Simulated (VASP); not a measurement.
Set up this calculation in VASP 6.6.1, as the native input.

```yaml
Task: relaxation of cell and atoms
Functional: PBE
Potentials_or_basis: VASP PAW PBE potentials, release 64 (Ge_d)
Cutoff: 600 eV
k_mesh: 15 × 15 × 15
Occupations: fermi-dirac, width 0.05 eV
Spin: no spin polarisation
Target_pressure: -0.68 GPa
Dipole_correction: no
Further_INCAR_settings: ALGO = Normal; EDIFF = 1e-06; IBRION = 2; EDIFFG = -0.005; NSW = 60; ISIF = 3
```

The structure of Ge lies in POSCAR:

```
Ge
1.0
   -2.6381390299      2.6381390299      1.4509764664
    2.6381390299     -2.6381390299      1.4509764664
    2.6381390299      2.6381390299     -1.4509764664
Ge
2
Direct
   -0.3750000000     -0.1250000000     -0.2500000000
    0.3750000000      0.1250000000      0.2500000000
```

The input as run:

INCAR

```
  PREC = Accurate
  ENCUT = 600
  EDIFF = 1E-6
  ISMEAR = -1
  SIGMA = 0.05
  LREAL = F
  LASPH = T
  NELM = 100
  ALGO = Normal
  ISIF = 3
  LWAVE = F
  LCHARG = F
  GGA = PE
  IBRION = 2
  NSW = 60
  EDIFFG = -0.005
  PSTRESS = -6.800000000000001
```

KPOINTS

```
Automatic mesh
0
Gamma
  15 15 15
```

Potentials or basis: VASP PAW PBE potentials, release 64 (Ge_d).

Launch:

```sh
$ cat potpaw_PBE.64/Ge_d/POTCAR > POTCAR
$ mpirun -np 1 vasp_std > vasp.out
```

Results of the run:

The relaxed volume is 19.51 Å³/atom. The relaxed cell is a = 3.964 Å, b = 3.964 Å, c = 3.964 Å, α = 97.44°, β = 97.44°, γ = 137.83°. The space group after relaxing (to 0.1 Å) is I4_1/amd (No. 141) and the energy change on relaxing (the run minimises the enthalpy) is -7.5 meV/atom. The ionic steps are 14. The pressure after relaxing is -0.7 GPa and the band gap on the k mesh is zero (bands 14 and 15 overlap by 4.97 eV).

Caveat: the cell is relaxed towards a set pressure, so the run minimises the enthalpy, not the energy.

Wall time 8.5 min on 1 thread of Intel(R) Xeon(R) 6975P-C (Granite Rapids), with other jobs on the host, peak memory 0.37 GiB.
